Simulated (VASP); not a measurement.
Wanted: the native input for a VASP 6.6.1 run.

* Task: single point
* Functional: PBE
* Potentials or basis: VASP PAW PBE potentials, release 64 (C, O)
* Cutoff: 520 eV
* k mesh: 4 × 4 × 4
* Occupations: gaussian, width 0.05 eV
* Spin: no spin polarisation
* Dipole correction: no
* Further INCAR settings: ALGO = Normal; EDIFF = 1e-06; NBANDS = 44

The structure of CO2 lies in POSCAR:

```
CO2
1.0
    5.8497032775      0.0000000000      0.0000000000
    0.0000000000      5.8497032775      0.0000000000
    0.0000000000      0.0000000000      6.2884310233
C O
4 8
Direct
    0.0000000000      0.0000000000      0.0000000000
    0.5000000000      0.0000000000      0.5000000000
    0.5000000000      0.5000000000      0.0000000000
    0.0000000000      0.5000000000      0.5000000000
    0.1114834447      0.1114834447      0.1114834447
    0.3885165553      0.8885165553      0.6114834447
    0.6114834447      0.3885165553      0.8885165553
    0.8885165553      0.6114834447      0.3885165553
    0.8885165553      0.8885165553      0.8885165553
    0.6114834447      0.1114834447      0.3885165553
    0.3885165553      0.6114834447      0.1114834447
    0.1114834447      0.3885165553      0.6114834447
```

One way to write it, as run:

INCAR

```
PREC = Accurate
ENCUT = 520
EDIFF = 1E-6
ISMEAR = 0
SIGMA = 0.05
LREAL = False
LASPH = True
NELM = 60
ALGO = Normal
ISIF = 2
LWAVE = False
LCHARG = False
GGA = PE
NBANDS = 44
```

KPOINTS

```
Automatic mesh
0
Gamma
  4 4 4
```

Potentials or basis: VASP PAW PBE potentials, release 64 (C, O).

Command:

```console
$ cat potpaw_PBE.64/C/POTCAR potpaw_PBE.64/O/POTCAR > POTCAR
$ mpirun -np 1 vasp_std > vasp.out
```

Results of the run:

* Pressure: 4.2 GPa
* Largest force: 1.873 eV/Å
* Band gap on the k mesh: 6.67 eV

Caveat: the cell stands under pressure; this functional lacks dispersion, which holds the molecules together, so the pressure and a relaxed volume are unreliable; forces of over 1 eV/Å act on the atoms, so gaps and moduli don't describe the material at rest.

It took 100 s on 1 thread of Intel(R) Xeon(R) Platinum 8559C (Emerald Rapids) (shared host), peak memory 0.41 GiB.
